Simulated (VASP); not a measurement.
Input of a VASP 6.6.1 run:

The input INCAR:

```
SYSTEM = Ti3InC
PREC = Accurate ; ENCUT = 520
EDIFF = 1E-6 ; ISMEAR = 1
SIGMA = 0.1 ; LREAL = .FALSE.
LASPH = .TRUE. ; NELM = 100
ALGO = Normal ; ISIF = 2
LWAVE = .FALSE. ; LCHARG = .FALSE.
GGA = PS ; NBANDS = 34
```

The input KPOINTS:

```
regular mesh
0
G
  6 6 6
  0 0 0
```

POSCAR

```
Ti3InC
1.0
    4.2355610000      0.0000000000      0.0000000000
    0.0000000000      4.2355610000      0.0000000000
    0.0000000000      0.0000000000      4.2355610000
Ti In C
3 1 1
Direct
    0.5000000000      0.5000000000      0.0000000000
    0.5000000000      0.0000000000      0.5000000000
    0.0000000000      0.5000000000      0.5000000000
    0.0000000000      0.0000000000      0.0000000000
    0.5000000000      0.5000000000      0.5000000000
```

Potentials or basis: VASP PAW PBE potentials, release 64 (Ti_sv, In_d, C).

The run is started by

```bash
$ cat potpaw_PBE.64/Ti_sv/POTCAR potpaw_PBE.64/In_d/POTCAR potpaw_PBE.64/C/POTCAR > POTCAR
$ mpirun -np 1 vasp_std > vasp.out
```

What does it give for the pressure?

-3.9 GPa.

Caveat: the PAW data sets were made with another functional, which shifts forces and pressure a little.
